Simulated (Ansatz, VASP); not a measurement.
Two plane-wave programs on TiAl

INCAR

```
SYSTEM = TiAl
PREC = Accurate
ENCUT = 520
EDIFF = 1E-7
ISMEAR = 0
SIGMA = 0.15
LREAL = .False.
LASPH = .True.
NELM = 60
ALGO = Fast
ISIF = 2
LWAVE = .False.
LCHARG = .False.
GGA = PS
NBANDS = 14
```

Contents of KPOINTS:

```
regular mesh
0
Gamma
  20 20 20
  0 0 0
```

The input POSCAR:

```
TiAl
1.0
    3.1564740774      0.0591838890      0.0000000000
    0.0591838890      3.1564740774      0.0000000000
    0.0000000000      0.0000000000      3.1564740774
Ti Al
1 1
Direct
    0.0000000000      0.0000000000      0.0000000000
    0.5000000000      0.5000000000      0.5000000000
```

Input for Ansatz:

```yaml
crystal:
  lattice:
    - [3.1564740774, 0.059183889, 0.0]
    - [0.059183889, 3.1564740774, 0.0]
    - [0.0, 0.0, 3.1564740774]
  atoms:
    - { symbol: Ti, position: [0.0, 0.0, 0.0] }
    - { symbol: Al, position: [0.5, 0.5, 0.5] }
basis:
  ecutwfc: 420
kpoints:
  mp_grid: { grid: [20, 20, 20] }
hamiltonian:
  xc: pbesol
scf:
  occupations: { method: gaussian, width: 0.15 }
output:
  forces: true
  stress: true
  eigenvalues: true
```

Change from the starting cell: strain +0.0375 x Voigt [0, 0, 0, 0, 0, 1], atoms carried along.

Alike in both runs: task single point; functional PBEsol; k mesh 20 × 20 × 20; occupations gaussian, width 0.15 eV; no spin polarisation.

|  | VASP | Ansatz |
| --- | --- | --- |
| version | VASP 6.6.1 | Ansatz 0.2.0 |
| potentials or method | VASP PAW PBE potentials, release 64 (Ti_sv, Al), cutoff 520 eV | scalar-relativistic, plane waves, PAW |
| valence electrons in the cell | 15 | 15 |

|  | VASP | Ansatz | Ansatz less VASP |
| --- | --- | --- | --- |
| gap on the k mesh at the Fermi level (eV) | none | none | - |
| pressure (GPa) | 0.3 | 0.2 | -0.06 |
| traceless stress, the component that is largest in VASP (GPa) | -2.83 | -2.82 | +0.008 |

VASP's potentials were made for PBE, not for PBEsol. A gap of «none» marks a metal or a gap that the smearing closes. With one functional, cell and mesh, what is left measures potentials, basis and numerics.
